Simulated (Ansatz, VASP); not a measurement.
Two plane-wave programs on InP

```xyz
2
Lattice="0.0000 2.8947 2.8947 2.8947 0.0000 2.8947 2.8947 2.8947 0.0000" Properties=species:S:1:pos:R:3 pbc="T T T"
In    0.0000    0.0000    0.0000
P     1.4473    1.4473    1.4473
```

Change from the starting cell: volume scaled by 0.96, ions relaxed.

Alike in both runs: functional PBE; k mesh 13 × 13 × 13; occupations fermi-dirac, width 0.02 eV; no spin polarisation.

Ansatz relaxed the structure, and its values are those at the end. VASP's run is a single point on that final structure, the one shown.

```csv
,VASP,Ansatz
version,VASP 6.6.1,Ansatz 0.2.0
potentials or method,"VASP PAW PBE potentials, release 64 (In_d, P)","plane-wave PAW, scalar-relativistic"
plane-wave cutoff (eV),520,420
valence electrons in the cell,18,18
```

```csv
,VASP,Ansatz,Ansatz less VASP
gap on the k mesh at the Fermi level (eV),0.91,0.92,+0.003
pressure (GPa),6.3,6.3,+0.07
```

The functional is the same, so the differences come from potentials, cutoffs and numerics. Ansatz's warnings: stress scf threshold loose.
